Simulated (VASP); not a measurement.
Runs of VASP 6.6.1 on Al. The structure is that of space group Im-3m (No. 229), or close to it. The cells are those of the table. 

| task | level | potentials or basis | cell | cutoff (eV) | gap on the mesh (eV) | pressure (GPa) | relaxed volume (Å³/atom) |
| --- | --- | --- | --- | --- | --- | --- | --- |
| single point | PBEsol+D3(BJ) | VASP PAW PBE potentials, release 64 (Al) | a = 2.743 Å, angles 109.5°, 1 atom | 520 | none | 0.1 | - |
| relaxation of cell and atoms | LDA | VASP PAW LDA potentials, release 64 (Al) | relaxed from a = 2.756 Å, angles 109.5°, 1 atom | 600 | none | 0.0 | 16.24 |
| relaxation of cell and atoms | BLYP+D3(BJ) | VASP PAW PBE potentials, release 64 (Al) | relaxed from a = 2.756 Å, angles 109.5°, 1 atom | 600 | none | 0.0 | (a) |
| single point | BLYP+D3(BJ) | VASP PAW PBE potentials, release 64 (Al) | a = 2.747 Å, angles 109.5°, 1 atom | 520 | none | 0.2 | - |
| relaxation of cell and atoms | PBEsol+D3(BJ) | VASP PAW PBE potentials, release 64 (Al) | relaxed from a = 2.756 Å, angles 109.5°, 1 atom | 600 | none | 0.0 | 15.91 |
| single point | LDA | VASP PAW LDA potentials, release 64 (Al) | a = 2.761 Å, angles 109.5°, 1 atom | 520 | none | 0.1 | - |

Alike in all rows: no spin polarisation; k mesh 12 × 12 × 12; smearing methfessel-paxton 0.15 eV.

Q: Estimate the missing entries.

A: (a) 16.01.

Caveats: the PAW data sets were made with another functional, which shifts forces and pressure a little (some runs); pairwise dispersion overbinds metals, which lowers pressure and volume (some runs).

A gap of «none» marks levels without a gap at the run's occupations.
